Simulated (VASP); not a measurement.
Here is a VASP 6.6.1 calculation.

File INCAR:

```
SYSTEM = SiH5Cl
PREC = Accurate
ENCUT = 520
EDIFF = 1E-6
ISMEAR = -1
SIGMA = 0.05
LREAL = Auto
LASPH = .TRUE.
NELM = 80
ALGO = Normal
ISIF = 2
LWAVE = .FALSE.
LCHARG = .FALSE.
NBANDS = 52
```

File KPOINTS:

```
regular mesh
0
G
  1 1 1
  0 0 0
```

The input POSCAR:

```
SiH5Cl
1.0
    7.7059940000      0.0000000000      0.0000000000
    0.0000000000      7.7059940000      0.0000000000
    0.0000000000      0.0000000000      7.7059940000
Cl H Si
4 20 4
Direct
    0.6837664291      0.4698290707      0.8180644833
    0.2484559422      0.5197252944      0.6257855898
    0.6955364876      0.2235532496      0.1220608269
    0.3145862818      0.8557234797      0.8880100348
    0.7396060781      0.5661177520      0.9510388926
    0.3569169662      0.3964186839      0.6670910982
    0.8273559517      0.2666625487      0.2277188381
    0.2799509057      1.0148074343      0.8658714242
    0.0430054838      0.4348043873     -0.0256164227
    0.2654427190      0.2531925148      0.0739035094
    0.3433041863      0.5110956484      0.0303789492
    0.1468467274      0.4803922765      0.2857515851
    0.1740463333      0.8213216880      0.5715291240
    0.0776797906      0.9331956397      0.2381652516
    0.3252792566      1.0248256098      0.3768235480
    0.2944461156      0.7014150284      0.3071245578
    0.8265124525      0.9208935278      0.5612124795
    0.8577997855      1.0153135339      0.9223728957
    0.6610438575      0.8299124033      0.8102913135
    0.9645867879      0.7221002248      0.8029593586
    0.7404885080      0.9179218151      0.3227357820
    0.7255650601      0.6158712296      0.3918248574
    0.5760580660      0.7052172633      0.1260836694
    0.8297047727      0.6501562290      0.1767195770
    0.1783676447      0.4206855079      0.0850896069
    0.2052687817      0.8746957239      0.3668313264
    0.8428633607      0.8716980574      0.7739300083
    0.7024012736      0.7497280688      0.2575916877
```

Potentials or basis: VASP PAW LDA potentials, release 64 (Cl, H, Si).

Launch:

```console
$ cat potpaw_LDA.64/Cl/POTCAR potpaw_LDA.64/H/POTCAR potpaw_LDA.64/Si/POTCAR > POTCAR
$ mpirun -np 1 vasp_gam > vasp.out
```

Predict the pressure.

0.5 GPa.

Predict the largest force.

4.688 eV/Å.

Predict the band gap on the k mesh.

4.27 eV.

Stress tensor (GPa, compression positive):
```
 2.07  0.20  0.06
 0.20  1.37 -0.80
 0.06 -0.80 -1.85
```

Caveat: the k points lie up to 0.82 Å⁻¹ apart.
